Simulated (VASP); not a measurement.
# LiH (P6_3/mmc) in VASP: notebook

The runs below take LiH through single point, with PBE, LDA.

Program: VASP 6.6.1. These are calculated values, not measurements. Logs are shortened: lines on timing, memory, paths and dates and some standing lists are left out, and cuts for length are marked.

## (1) The cell of the first run

Symmetry: P6_3/mmc, No. 194, hexagonal system. The conventional cell has a = 2.782 Å, b = 2.782 Å, c = 4.873 Å, α = 90.00°, β = 90.00°, γ = 120.00°. Li (site symmetry -3m) has 6 H at 2.02 Å and 2 Li at 2.44 Å within 2.7 Å. Within 2.7 Å of H (site symmetry -6m2) lie 6 Li at 2.02 Å.

## (2) Single point, PBE

Contents of INCAR:

```
SYSTEM = LiH
PREC = Accurate ; ENCUT = 520
EDIFF = 1E-6 ; ISMEAR = 0
SIGMA = 0.01 ; LREAL = .False.
LASPH = .True. ; NELM = 60
ALGO = Normal ; ISIF = 2
LWAVE = .False. ; LCHARG = .True.
GGA = PE ; LELF = .True.
LVHAR = .True. ; NBANDS = 12
```

Contents of KPOINTS:

```
regular mesh
0
Gamma
  6 6 4
  0 0 0
```

Contents of POSCAR:

```
LiH
1.0
    2.7815484418      0.0000000000      0.0000000000
   -1.3907742209      2.4088916124      0.0000000000
    0.0000000000      0.0000000000      4.8729606993
Li H
2 2
Direct
    0.0000000000      0.0000000000      0.0000000000
    0.0000000000      0.0000000000      0.5000000000
    0.3333333333      0.6666666667      0.2500000000
    0.6666666667      0.3333333333      0.7500000000
```

Potentials or basis: VASP PAW PBE potentials, release 64 (Li_sv, H).

Started as:

```bash
$ cat potpaw_PBE.64/Li_sv/POTCAR potpaw_PBE.64/H/POTCAR > POTCAR
$ mpirun -np 1 vasp_std > vasp.out
```

OUTCAR:

```text
SYSTEM = LiH
   PREC = Accurate
   ENCUT = 520
   EDIFF = 1E-6
   ISMEAR = 0
   LREAL = .False.
   LASPH = .True.
   NELM = 60
   ISIF = 2
   GGA = PE

 ion  position               nearest neighbor table
   1  0.000  0.000  0.000-   2 2.44   2 2.44
   2  0.000  0.000  0.500-   1 2.44   1 2.44
   3  0.333  0.667  0.250-
   4  0.667  0.333  0.750-

  LATTYP: Found a hexagonal cell.
 ALAT       =     2.7815484418
 C/A-ratio  =     1.7518877709

  Lattice vectors:

 A1 = (   2.7815484418,   0.0000000000,   0.0000000000)
 A2 = (  -1.3907742209,   2.4088916124,   0.0000000000)
 A3 = (   0.0000000000,   0.0000000000,   4.8729606993)

Analysis of symmetry for initial positions (statically):
=====================================================================
 Subroutine PRICEL returns:
 Original cell was already a primitive cell.

 Routine SETGRP: Setting up the symmetry group for a
 hexagonal supercell.

 Subroutine GETGRP returns: Found 24 space group operations
 (whereof 12 operations were pure point group operations)
 out of a pool of 24 trial point group operations.

The static configuration has the point symmetry D_3d.
 The point group associated with its full space group is D_6h.

Analysis of symmetry for dynamics (positions and initial velocities):
=====================================================================
 Subroutine PRICEL returns:
 Original cell was already a primitive cell.

 Routine SETGRP: Setting up the symmetry group for a
 hexagonal supercell.

 Subroutine GETGRP returns: Found 24 space group operations
 (whereof 12 operations were pure point group operations)
 out of a pool of 24 trial point group operations.

The dynamic configuration has the point symmetry D_3d.
 The point group associated with its full space group is D_6h.

 Subroutine INISYM returns: Found 24 space group operations
 (whereof 12 operations are pure point group operations),
 and found     1 'primitive' translations

----------------------------------------------------------------------------------------

                                     Primitive cell

  volume of cell :      32.6510

  direct lattice vectors                    reciprocal lattice vectors
     2.781548442  0.000000000  0.000000000     0.359511984  0.207564341  0.000000000
    -1.390774221  2.408891612  0.000000000     0.000000000  0.415128682  0.000000000
     0.000000000  0.000000000  4.872960699     0.000000000  0.000000000  0.205214050

  length of vectors
     2.781548442  2.781548442  4.872960699     0.415128682  0.415128682  0.205214050

  position of ions in fractional coordinates (direct lattice)
     0.000000000  0.000000000  0.000000000
     0.000000000  0.000000000  0.500000000
     0.333333333  0.666666667  0.250000000
     0.666666667  0.333333333  0.750000000

  ion indices of the primitive-cell ions
   primitive index   ion index
                 1           1
                 2           2
                 3           3
                 4           4

----------------------------------------------------------------------------------------

 KPOINTS: regular mesh

Automatic generation of k-mesh.
 Grid dimensions read from file:
 generate k-points for:    6    6    4

 Generating k-lattice:

  Cartesian coordinates                     Fractional coordinates (reciprocal lattice)
     0.059918664  0.034594057  0.000000000     0.166666667  0.000000000  0.000000000
     0.000000000  0.069188114  0.000000000     0.000000000  0.166666667  0.000000000
     0.000000000  0.000000000  0.051303512     0.000000000  0.000000000  0.250000000

  Length of vectors
     0.069188114  0.069188114  0.051303512

  Shift w.r.t. Gamma in fractional coordinates (k-lattice)
     0.000000000  0.000000000  0.000000000

 Subroutine IBZKPT returns following result:
 ===========================================

 Found     21 irreducible k-points:

 Following reciprocal coordinates:
            Coordinates               Weight
  0.000000  0.000000  0.000000      1.000000
  0.166667 -0.000000  0.000000      6.000000
  0.333333  0.000000  0.000000      6.000000
  0.500000 -0.000000  0.000000      3.000000
  0.166667  0.166667  0.000000      6.000000
  0.333333  0.166667  0.000000     12.000000
[... 13 lines left out ...]
  0.333333  0.166667  0.500000     12.000000
  0.333333  0.333333  0.500000      2.000000
   k-points           NKPTS =     21   k-points in BZ     NKDIM =     21   number of bands    NBANDS=     12
   number of dos      NEDOS =    301   number of ions     NIONS =      4
   total plane-waves  NPLWV =  20736
   dimension x,y,z NGX =    24 NGY =   24 NGZ =   36
   dimension x,y,z NGXF=    48 NGYF=   48 NGZF=   72
   ions per type =               2   2
   NGX,Y,Z   is equivalent  to a cutoff of  14.34, 14.34, 12.28 a.u.
   NGXF,Y,Z  is equivalent  to a cutoff of  28.69, 28.69, 24.56 a.u.
 SYSTEM =  LiH
   PREC   = accura    normal or accurate (medium, high low for compatibility)
   ISTART =      0    job   : 0-new  1-cont  2-samecut
   ICHARG =      2    charge: 1-file 2-atom 10-const
   ISPIN  =      1    spin polarized calculation?
   LNONCOLLINEAR =      F non collinear calculations
   LSORBIT =      F    spin-orbit coupling
   LASPH  =      T    aspherical Exc in radial PAW
   ENCUT  =  520.0 eV  38.22 Ry    6.18 a.u.   5.17  5.17  9.06*2*pi/ulx,y,z
   NELM   =     60;   NELMIN=  2; NELMDL= -5     # of ELM steps
   EDIFF  = 0.1E-05   stopping-criterion for ELM
   LREAL  =      F    real-space projection
   EDIFFG = 0.1E-04   stopping-criterion for IOM
   NSW    =      0    number of steps for IOM
   IBRION =     -1    ionic relax: 0-MD 1-quasi-New 2-CG
   NFREE  =      0    steps in history (QN), initial steepest desc. (CG)
   ISIF   =      2    stress and relaxation
   ISYM   =      2    0-nonsym 1-usesym 2-fastsym
   POTIM  = 0.5000    time-step for ionic-motion
   TEBEG  =    0.0;   TEEND  =   0.0 temperature during run
   PSTRESS=    0.0 pullay stress
   NELECT =       8.0000    total number of electrons
   NUPDOWN=      -1.0000    fix difference up-down
   EMIN   =  10.00;   EMAX   =-10.00  energy-range for DOS
   EFERMI =   0.00;   METHOD = LEGACY
   ISMEAR =     0;   SIGMA  =   0.01  broadening in eV -4-tet -1-fermi 0-gaus
   EFERMI_NEDOS =   21; number of points for ismear=-14 and -15
   IALGO  =     38    algorithm
   IMIX   =      4    mixing-type and parameters
     AMIX     =   0.40;   BMIX     =  1.00
     AMIX_MAG =   1.60;   BMIX_MAG =  1.00
  volume/ion in A,a.u.               =       8.16        55.08
  Fermi-wavevector in a.u.,A,eV,Ry     =   1.024407  1.935849 14.278087  1.049410
  Thomas-Fermi vector in A             =   2.158192
   LORBIT       =      0    0 simple, 1 ext, 2 COOP (PROOUT), +10 PAW based schemes
   GGA     = PE    functional components
   LHFCALC =     F    Hartree Fock is set to
   AEXX    =    0.0000 exact exchange contribution
   IVDW    =     0    specifies the selected vdW correction
   LEPSILON=     F    determine dielectric tensor
   LRPA    =     F    only Hartree local field effects (RPA)
 non-spin polarized calculation
 Gauss-broadening in eV      SIGMA  =   0.01
  energy-cutoff  :      520.00
  volume of cell :       32.65
 maximum number of plane-waves:       895
 NGX is ok and might be reduce to    24
   NGX = 11   NGY = 11   NGZ = 19

 number of electron       8.0000007 magnetization

 Free energy of the ion-electron system (eV)
  ---------------------------------------------------
  ext. energy  EPLUGINS =         0.00000000
  ---------------------------------------------------
  free energy    TOTEN  =       -12.04188104 eV

  energy without entropy =      -12.04188104  energy(sigma->0) =      -12.04188104

 E-fermi :   0.0291     XC(G=0):  -8.4600

 val. band max:       -0.0674550624   @ k =   0.5000  -0.0000   0.0000
 cond. band min:       4.2906041482   @ k =   0.5000  -0.0000   0.5000
 fundamental gap:      4.3580592105
 Fermi energy:         0.0291178512

 k-point     1 :       0.0000    0.0000    0.0000
  band No.  band energies     occupation
      1     -44.4471      2.00000
      2     -44.3790      2.00000
      3      -5.3274      2.00000
      4      -3.0493      2.00000
      5       4.5052      0.00000
      6      14.4065      0.00000
      7      15.7313      0.00000
      8      16.2980      0.00000
      9      16.2980      0.00000
     10      16.6165      0.00000
     11      19.7511      0.00000
     12      19.7511      0.00000

 k-point     2 :       0.1667   -0.0000    0.0000
  band No.  band energies     occupation
      1     -44.4372      2.00000
      2     -44.3708      2.00000
      3      -4.8686      2.00000
      4      -2.4600      2.00000
      5       4.7397      0.00000
      6      10.6330      0.00000
      7      13.5420      0.00000
      8      14.1721      0.00000
      9      14.9255      0.00000
     10      17.1082      0.00000
     11      18.2008      0.00000
     12      18.8347      0.00000

 k-point     3 :       0.3333    0.0000    0.0000
  band No.  band energies     occupation
      1     -44.4178      2.00000
      2     -44.3544      2.00000
      3      -3.5929      2.00000
      4      -0.9450      2.00000
      5       5.4257      0.00000
      6       6.1020      0.00000
      7       8.9836      0.00000
      8      12.1993      0.00000
      9      13.9007      0.00000
     10      14.2382      0.00000
     11      16.3507      0.00000
     12      17.1211      0.00000
[... 241 lines left out ...]
 k-point    20 :       0.3333    0.1667    0.5000
  band No.  band energies     occupation
      1     -44.3772      2.00000
      2     -44.3772      2.00000
      3      -1.4699      2.00000
      4      -1.4699      2.00000
      5       5.0706      0.00000
      6       5.0706      0.00000
      7       8.9326      0.00000
      8       8.9326      0.00000
      9      12.8856      0.00000
     10      12.8856      0.00000
     11      17.1005      0.00000
     12      17.1005      0.00000

 k-point    21 :       0.3333    0.3333    0.5000
  band No.  band energies     occupation
      1     -44.3728      2.00000
      2     -44.3728      2.00000
      3      -0.6981      2.00000
      4      -0.6981      2.00000
      5       4.5158      0.00000
      6       4.5158      0.00000
      7       7.3678      0.00000
      8       7.3678      0.00000
      9      13.3959      0.00000
     10      13.3959      0.00000
     11      16.5024      0.00000
     12      16.5024      0.00000

------------------------ aborting loop because EDIFF is reached ----------------------------------------

  FORCE on cell =-STRESS in cart. coord.  units (eV):
  Direction    XX          YY          ZZ          XY          YZ          ZX
  --------------------------------------------------------------------------------------
  -------------------------------------------------------------------------------------
  Total       -0.0599727     -0.0599727      0.0310753     -0.0000000     -0.0000000      0.0000000
  in kB       -2.9428446     -2.9428446      1.5248575     -0.0000000     -0.0000000      0.0000000
  external PRESSURE =      -1.4536105 kB  Pullay stress =       0.0000000 kB

 VOLUME and BASIS-vectors are now :
 -----------------------------------------------------------------------------
  energy-cutoff  :      520.00
  volume of cell :       32.65
      direct lattice vectors                 reciprocal lattice vectors
     2.781548442  0.000000000  0.000000000     0.359511984  0.207564341  0.000000000
    -1.390774221  2.408891612  0.000000000     0.000000000  0.415128682  0.000000000
     0.000000000  0.000000000  4.872960699     0.000000000  0.000000000  0.205214050

 POSITION                                       TOTAL-FORCE (eV/Angst)
 -----------------------------------------------------------------------------------
      0.00000      0.00000      0.00000         0.000000      0.000000     -0.000000
      0.00000      0.00000      2.43648         0.000000      0.000000     -0.000000
     -0.00000      1.60593      1.21824        -0.000000     -0.000000      0.000000
      1.39077      0.80296      3.65472        -0.000000      0.000000     -0.000000
 -----------------------------------------------------------------------------------
    total drift:                               -0.000000      0.000000      0.000000

  FREE ENERGIE OF THE ION-ELECTRON SYSTEM (eV)
  ---------------------------------------------------
  free  energy   TOTEN  =       -12.0418810375 eV

  energy  without entropy=      -12.0418810375  energy(sigma->0) =      -12.04188104
```

Run time: 18 s. Hardware: 1 thread of AMD EPYC 7R13 (Zen 3), shared host; peak memory 0.11 GiB.

What came out:

* Free energy: -12.0419 eV
* Band gap on the k mesh: 4.36 eV, indirect (least direct gap 4.95 eV)

Levels at points of the mesh, in eV from the valence-band top:
| k point | band 2 | band 3 | band 4 | band 5 | band 6 | band 7 |
| --- | --- | --- | --- | --- | --- | --- |
| (0.00, 0.00, 0.00) | -44.31 | -5.26 | -2.98 | 4.57 | 14.47 | 15.80 |
| (0.50, 0.00, 0.00) | -44.28 | -2.42 | 0.00 | 4.96 | 5.89 | 6.05 |
| (0.00, 0.00, 0.50) | -44.35 | -4.35 | -4.35 | 8.53 | 8.53 | 15.65 |
| (0.50, 0.00, 0.50) | -44.31 | -1.34 | -1.34 | 4.36 | 4.36 | 11.42 |

Caveat: the k points lie up to 0.43 Å⁻¹ apart; the cutoff is under 1.25 times the usual one of these potentials, so pressure, stress and relaxed cells hold a basis-set (Pulay) error.

## (3) Single point, LDA

Contents of INCAR:

```
SYSTEM = LiH
ALGO = Normal ; EDIFF = 1E-6
ENCUT = 520 ; ISIF = 2
ISMEAR = 0 ; LASPH = .TRUE.
LCHARG = .TRUE. ; LELF = .TRUE.
LREAL = .FALSE. ; LVHAR = .TRUE.
LWAVE = .FALSE. ; NBANDS = 12
NELM = 100 ; PREC = Accurate
SIGMA = 0.01
```

Contents of KPOINTS:

```
k-points
0
G
  6 6 4
  0 0 0
```

POSCAR is that of step 2.

Potentials or basis: VASP PAW LDA potentials, release 64 (Li_sv, H).

Started as:

```bash
$ cat potpaw_LDA.64/Li_sv/POTCAR potpaw_LDA.64/H/POTCAR > POTCAR
$ mpirun -np 1 vasp_std > vasp.out
```

It took 14 s on 1 thread of AMD EPYC 7R13 (Zen 3), shared host; peak memory 0.1 GiB.

It converged, with:

| Item | Value |
| --- | --- |
| Free energy | -12.7539 eV |
| Band gap on the k mesh | 4.05 eV, indirect (least direct gap 4.61 eV) |

Levels at points of the mesh, in eV from the valence-band top:
```csv
k point,band 1,band 2,band 3,band 4,band 5,band 6,band 7,band 8
"(0.00, 0.00, 0.00)",-43.54,-43.46,-5.37,-3.11,4.30,14.35,15.81,15.88
"(0.50, 0.00, 0.00)",-43.49,-43.43,-2.55,0.00,4.61,5.64,5.67,11.17
"(0.00, 0.00, 0.50)",-43.50,-43.50,-4.47,-4.47,8.25,8.25,15.54,15.54
"(0.50, 0.00, 0.50)",-43.46,-43.46,-1.43,-1.43,4.05,4.05,11.15,11.15
```

Caveat: the k points lie up to 0.43 Å⁻¹ apart; the cutoff is under 1.25 times the usual one of these potentials, so pressure, stress and relaxed cells hold a basis-set (Pulay) error.

## (4) Single point, PBE

Contents of INCAR:

```
ALGO     = Normal         # electronic algorithm
EDIFF    = 1E-6           # SCF threshold, eV
ENCUT    = 520            # plane-wave cutoff, eV
GGA      = PE             # functional
ISIF     = 2              # what is computed and relaxed
ISMEAR   = 0              # smearing method
LASPH    = T              # aspherical terms in the spheres
LCHARG   = F              # write CHGCAR
LREAL    = F              # projectors in reciprocal space
LWAVE    = F              # write WAVECAR
NBANDS   = 12             # bands
NELM     = 60             # most SCF steps
PREC     = Accurate       # precision mode
SIGMA    = 0.01           # smearing width, eV
```

Contents of KPOINTS:

```
k-points
0
Gamma
  6 6 4
```

POSCAR is that of step 3.

Potentials or basis: VASP PAW PBE potentials, release 64 (Li_sv, H).

Started as:

```bash
$ cat potpaw_PBE.64/Li_sv/POTCAR potpaw_PBE.64/H/POTCAR > POTCAR
$ mpirun -np 1 vasp_std > vasp.out
```

Run time: 13 s. Hardware: 1 thread of AMD EPYC 7R13 (Zen 3), shared host; peak memory 0.11 GiB.

The run converged. Its results:

| Item | Value |
| --- | --- |
| Free energy | -12.0419 eV |
| Band gap on the k mesh | 4.36 eV, indirect (least direct gap 4.95 eV) |

Levels at points of the mesh, in eV from the valence-band top:
| k point | band 1 | band 2 | band 3 | band 4 | band 5 | band 6 | band 7 | band 8 |
| --- | --- | --- | --- | --- | --- | --- | --- | --- |
| (0.00, 0.00, 0.00) | -44.38 | -44.31 | -5.26 | -2.98 | 4.57 | 14.47 | 15.80 | 16.37 |
| (0.50, 0.00, 0.00) | -44.34 | -44.28 | -2.42 | 0.00 | 4.96 | 5.89 | 6.05 | 11.59 |
| (0.00, 0.00, 0.50) | -44.35 | -44.35 | -4.35 | -4.35 | 8.53 | 8.53 | 15.65 | 15.65 |
| (0.50, 0.00, 0.50) | -44.31 | -44.31 | -1.34 | -1.34 | 4.36 | 4.36 | 11.42 | 11.42 |

Caveat: the k points lie up to 0.43 Å⁻¹ apart; the cutoff is under 1.25 times the usual one of these potentials, so pressure, stress and relaxed cells hold a basis-set (Pulay) error.
